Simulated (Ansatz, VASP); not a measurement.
PbO in VASP and in Ansatz

```
Pb O
1.0
     0.00000    2.50000    2.50000
     2.50000    0.00000    2.50000
     2.50000    2.50000    0.00000
Pb O
1 1
Direct
  0.00000 0.00000 0.00000
  0.39000 0.39000 0.61000
```

Alike in both runs: task single point; functional PBE; k mesh 3 × 3 × 3; occupations fermi-dirac, width 0.05 eV; no spin polarisation.

|  | VASP | Ansatz |
| --- | --- | --- |
| version | VASP 6.6.1 | Ansatz 0.2 development build |
| potentials or method | VASP PAW PBE potentials, release 64 (Pb_d, O), cutoff 600 eV | all-electron full-potential LAPW, scalar-relativistic |

```csv
,VASP,Ansatz,Ansatz less VASP
rms of the force components (eV/Å),2.742,2.713,-0.0286
```

Atom by atom the forces differ by 0.029 eV/Å (rms over components). Ansatz ran all-electron here, and VASP with PAW potentials.

The k mesh is coarse, so the values compare programs but aren't converged. Neither program's run includes spin-orbit coupling.
